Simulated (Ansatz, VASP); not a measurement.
## PbSe: VASP beside Ansatz

```xyz
2
Lattice="0.0000 3.0606 3.0606 3.0606 0.0000 3.0606 3.0606 3.0606 0.0000" Properties=species:S:1:pos:R:3 pbc="T T T"
Pb    0.0000    0.0000    0.0000
Se    3.0606    3.0606    3.0606
```

Alike in both runs: task relaxation of cell and atoms; functional BLYP; dispersion D4; k mesh 8 × 8 × 8; occupations fermi-dirac, width 0.05 eV; no spin polarisation.

```csv
,VASP,Ansatz
version,VASP 6.6.1,Ansatz 0.2.0
potentials or method,"VASP PAW PBE potentials, release 64 (Pb_d, Se)",Ansatz PAW
plane-wave cutoff (eV),600,420
valence electrons in the cell,20,30
```

Ansatz gave:

```
relaxed volume (Å³/atom)                                     : 31.71
relaxed cell length with the largest relative difference (Å) : 4.476
```

**Question.** Estimate VASP's values.

**Answer.** Relaxed volume (Å³/atom): 31.73; relaxed cell length with the largest relative difference (Å): 4.477.

VASP's potentials were made for PBE, not for BLYP. VASP's potentials hold 20 valence electrons a cell and Ansatz's 30, so a difference there can come from the potentials and not from the codes.

Spin-orbit coupling is off throughout. Noted on Ansatz's run: the plane-wave basis is chosen anew once the cell has moved, so the energies of steps on either side of that aren't comparable.
